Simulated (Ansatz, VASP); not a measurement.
One calculation of Pb, two programs

```
Pb
1.0
     0.00000    2.43959    2.43959
     2.43959    0.00000    2.43959
     2.43959    2.43959    0.00000
Pb
1
Cartesian
  0.0000 0.0000 0.0000
```

Alike in both runs: functional LDA; k mesh 15 × 15 × 15; occupations fermi-dirac, width 0.05 eV; non-collinear spin, spin-orbit coupling.

Ansatz relaxed the structure, and its values are those at the end. VASP's run is a single point on that final structure, the one shown.

|  | VASP | Ansatz |
| --- | --- | --- |
| version | VASP 6.6.1 | Ansatz 0.2.0 |
| potentials or method | VASP PAW LDA potentials, release 64 (Pb_d), cutoff 520 eV | all-electron LAPW |

|  | VASP | Ansatz | Ansatz less VASP |
| --- | --- | --- | --- |
| pressure (GPa) | 0.0 | 0.0 | -0.03 |

LDA's correlation is that of Perdew and Zunger in VASP and of Perdew and Wang (1992) in Ansatz. Ansatz ran all-electron here, and VASP with PAW potentials.
